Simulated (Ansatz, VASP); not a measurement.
## One calculation of CsVRh3, two programs

The input INCAR:

```
SYSTEM = CsVRh3
PREC = Accurate ; ENCUT = 620
EDIFF = 1E-6 ; ISMEAR = 0
SIGMA = 0.0474 ; LREAL = .False.
LASPH = .True. ; NELM = 200
ALGO = Normal ; ISIF = 2
LWAVE = .False. ; LCHARG = .False.
LMAXMIX = 4 ; LDAU = .True.
LDAUTYPE = 2 ; LDAUL = -1 -1 2
LDAUU = 0 0 3 ; LDAUJ = 0 0 0
LDAUPRINT = 1 ; GGA = PE
NBANDS = 84 ; GGA_COMPAT = .False.
```

Contents of KPOINTS:

```
regular mesh
0
Gamma
  3 3 4
  0 0 0
```

File POSCAR:

```
CsVRh3
1.0
    6.3934200000      0.0000000000      0.0000000000
   -3.1967100000      5.5368670000      0.0000000000
    0.0000000000      0.0000000000      5.4199080000
V Cs Rh
2 2 6
Direct
    0.0000000000      0.0000000000      0.0000000000
    0.0000000000      0.0000000000      0.5000000000
    0.3333000000      0.6667000000      0.7500000000
    0.6666000000      0.3333000000      0.2500000000
    0.1666000000      0.3332000000      0.2500000000
    0.8334000000      0.1666000000      0.7500000000
    0.6668000000      0.8334000000      0.2500000000
    0.8334000000      0.6668000000      0.7500000000
    0.1666000000      0.8334000000      0.2500000000
    0.3332000000      0.1666000000      0.7500000000
```

Input for Ansatz:

```yaml
crystal:
  lattice:
    - [6.39342, 0.0, 0.0]
    - [-3.19671, 5.536867, 0.0]
    - [0.0, 0.0, 5.419908]
  atoms:
    - { symbol: V, position: [0.0, 0.0, 0.0] }
    - { symbol: V, position: [0.0, 0.0, 0.5] }
    - { symbol: Cs, position: [0.3333, 0.6667, 0.75] }
    - { symbol: Cs, position: [0.6666, 0.3333, 0.25] }
    - { symbol: Rh, position: [0.1666, 0.3332, 0.25] }
    - { symbol: Rh, position: [0.8334, 0.1666, 0.75] }
    - { symbol: Rh, position: [0.6668, 0.8334, 0.25] }
    - { symbol: Rh, position: [0.8334, 0.6668, 0.75] }
    - { symbol: Rh, position: [0.1666, 0.8334, 0.25] }
    - { symbol: Rh, position: [0.3332, 0.1666, 0.75] }
  symmetry: { tolerance: 0.0003 }
kpoints:
  mp_grid: { grid: [3, 3, 4], shift: [0, 0, 0] }
magnetization:
  spin_polarized: false
scf:
  occupations: { method: gaussian, width: 0.0474 }
hamiltonian:
  pseudopotentials: { kind: paw }
  xc: pbe
  hubbard: { sites: [{ species: Rh, l: d, u_eff: 3.0 }], double_counting: fll }
basis:
  ecutwfc: 420
output:
  forces: true
  stress: true
  eigenvalues: true
```

Alike in both runs: task single point; functional PBE; k mesh 3 × 3 × 4; occupations gaussian, width 0.0474 eV; no spin polarisation; Hubbard terms Rh d U = 3.0 eV.

```csv
,VASP,Ansatz
version,VASP 6.6.1,Ansatz 0.2.0
potentials or method,"VASP PAW PBE potentials, release 64 (V_sv, Cs_sv, Rh_sv_GW), cutoff 620 eV",PAW plane waves
valence electrons in the cell,146,146
```

```csv
,VASP,Ansatz,Ansatz less VASP
gap on the k mesh at the Fermi level (eV),none,none,-
pressure (GPa),10.3,11.1,+0.77
"traceless stress, the component that is largest in VASP (GPa)",-0.91,-1.05,-0.143
rms of the force components (eV/Å),0.639,0.778,+0.1390
```

The programs project onto different local orbitals, so the same U acts differently, and such runs can settle in different states. Atom by atom the forces differ by 0.139 eV/Å (rms over components). A gap of «none» marks a metal or a gap that the smearing closes. Ansatz's warnings: filled band counts differ across k points, structure snapped to symmetry.

The k mesh is coarse, so the values compare programs but aren't converged. Neither program's run includes spin-orbit coupling.
